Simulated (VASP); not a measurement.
**Al: relaxation of cell and atoms with RPBE**

Al:

```
Al
1.0
     2.61737    0.00000    0.00000
     0.00000    2.61737    0.00000
     0.00000    0.00000    2.61737
Al
1
Direct
  0.00000 0.00000 0.00000
```

- Program: VASP 6.6.1
- Task: relaxation of cell and atoms
- Functional: RPBE
- Potentials or basis: VASP PAW PBE potentials, release 64 (Al)
- Cutoff: 600 eV
- k mesh: 12 × 12 × 12
- Occupations: fermi-dirac, width 0.1 eV
- Spin: no spin polarisation
- Dipole correction: no
- Further INCAR settings: ALGO = Normal; EDIFF = 1e-07; IBRION = 2; EDIFFG = -0.01; NSW = 80; ISIF = 3

```json
{"Relaxed volume": "20.50 Å³/atom", "Relaxed cell": "a = 2.737 Å, b = 2.737 Å, c = 2.737 Å, α = 90.00°, β = 90.00°, γ = 90.00°", "Space group after relaxing (to 0.05 Å)": "Pm-3m (No. 221)", "Energy gained by relaxing": "70.1 meV/atom", "Ionic steps": "3", "Pressure after relaxing": "0.1 GPa"}
```

The path:
```tsv
step	energy change (eV)	largest force (eV/Å)	pressure (GPa)	volume (Å³)
1	0.0000	0.0000	9.82	17.93
2	-0.0687	0.0000	-1.05	20.94
3	-0.0701	0.0000	0.06	20.50
```

Final structure:
```xyz
1
Lattice="2.7368 0.0000 0.0000 0.0000 2.7368 0.0000 0.0000 0.0000 2.7368" Properties=species:S:1:pos:R:3 pbc="T T T"
Al    0.0000    0.0000    0.0000
```

Levels at points of the mesh, in eV from the Fermi level:
| k point | band 1 | band 2 | band 3 | band 4 |
| --- | --- | --- | --- | --- |
| (0.00, 0.00, 0.00) | -9.44 | 7.93 | 7.93 | 9.06 |
| (0.50, 0.00, 0.00) | -5.14 | -4.02 | 10.46 | 12.55 |
| (0.50, 0.50, 0.00) | -0.52 | -0.52 | -0.27 | 2.21 |
| (0.50, 0.50, 0.50) | 2.85 | 2.85 | 2.85 | 5.55 |

Wall time 10 s on 1 thread of AMD EPYC 9R45 96-Core Processor (Zen 5), on a shared host, peak memory 0.1 GiB.

Caveat: the PAW data sets were made with another functional, which shifts forces and pressure a little.
